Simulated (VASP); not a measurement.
Input of a VASP 6.6.1 run:

File INCAR:

```
ALGO = Normal
EDIFF = 1E-6
ENCUT = 520
GGA = PE
ISIF = 2
ISMEAR = 0
LASPH = True
LCHARG = True
LELF = True
LREAL = False
LVHAR = True
LWAVE = False
NBANDS = 24
NELM = 100
PREC = Accurate
SIGMA = 0.1
```

Contents of KPOINTS:

```
k-points
0
Gamma
  6 6 6
```

Contents of POSCAR:

```
RePb2
1.0
   -1.9553292906      1.9553292906      4.7966671661
    1.9553292906     -1.9553292906      4.7966671661
    1.9553292906      1.9553292906     -4.7966671661
Re Pb
1 2
Direct
    0.0000000000      0.0000000000      0.0000000000
    0.6650000000      0.6650000000      0.0000000000
    0.3350000000      0.3350000000      0.0000000000
```

Potentials or basis: VASP PAW PBE potentials, release 64 (Re, Pb_d).

Run with:

```console
$ cat potpaw_PBE.64/Re/POTCAR potpaw_PBE.64/Pb_d/POTCAR > POTCAR
$ mpirun -np 1 vasp_std > vasp.out
```

(1) What does it give for the largest force?

(2) Predict the pressure.

Answers

(1) 0.866 eV/Å.

(2) -6.9 GPa.

Caveat: the k points lie up to 0.38 Å⁻¹ apart.
